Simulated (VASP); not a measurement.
Crystal: Ta.

```
Ta
1.0
    -1.65493    1.65493    1.65493
     1.65493   -1.65493    1.65493
     1.65493    1.65493   -1.65493
Ta
1
Direct
  0.00000 0.00000 0.00000
```

- Program: VASP 6.6.1
- Task: relaxation of cell and atoms
- Functional: LDA
- Potentials or basis: VASP PAW LDA potentials, release 64 (Ta_sv_GW)
- Cutoff: 500 eV
- k mesh: 8 × 8 × 8
- Occupations: gaussian, width 0.1 eV
- Spin: no spin polarisation

At the start: pressure -12.4 GPa; volume 18.13 Å³/atom.

Task: Where does the relaxation end?

Result: Over 4 steps the energy falls by 41.6 meV/atom and the volume is 17.11 Å³/atom (-5.6 %); space group Im-3m (No. 229, to 0.1 Å) before and after.

Step by step:
| step | energy change (eV) | largest force (eV/Å) | pressure (GPa) | volume (Å³) |
| --- | --- | --- | --- | --- |
| 1 | 0.0000 | 0.0000 | -12.38 | 18.13 |
| 2 | 0.2751 | 0.0000 | 47.05 | 14.70 |
| 3 | -0.0414 | 0.0000 | -0.93 | 17.17 |
| 4 | -0.0416 | 0.0000 | -0.12 | 17.11 |

Final structure:
```
CELL_PARAMETERS angstrom
-1.62339 1.62339 1.62339
1.62339 -1.62339 1.62339
1.62339 1.62339 -1.62339
ATOMIC_POSITIONS crystal
Ta 0.00000 0.00000 0.00000
```
